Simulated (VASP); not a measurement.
Crystal: Zn2C.

```xyz
3
Lattice="-0.0614 2.5166 2.5166 2.5166 -0.0614 2.5166 2.5166 2.5166 -0.0614" Properties=species:S:1:pos:R:3 pbc="T T T"
C     0.0000    0.0000    0.0000
Zn    1.2456    1.2456    1.2456
Zn    3.7262    3.7262    3.7262
```

This cell differs from its parent crystal: strain along [111] -3.6%.

Base run:

```yaml
Program: VASP 6.6.1
Functional: r2SCAN
Potentials_or_basis: VASP PAW PBE potentials, release 64 (C, Zn)
Cutoff: 520 eV
k_mesh: 8 × 8 × 8
Occupations: fermi-dirac, width 0.02 eV
Spin: no spin polarisation
```

Its results: band gap on the k mesh 0.18 eV; pressure 6.8 GPa; largest force 0.005 eV/Å.

Task: The run is repeated on the same cell with these changes: functional from r2SCAN to PBE; further incar settings from ALGO = Normal; EDIFF = 1e-06; NBANDS = 21 to ALGO = Normal; EDIFF = 1e-07; NBANDS = 21. What comes out?

Result: Band gap on the k mesh 0.04 eV; pressure 11.1 GPa; largest force 0.014 eV/Å.

Caveats: the cell stands under pressure; the PAW data sets were made with another functional, which shifts forces and pressure a little (at least some runs).

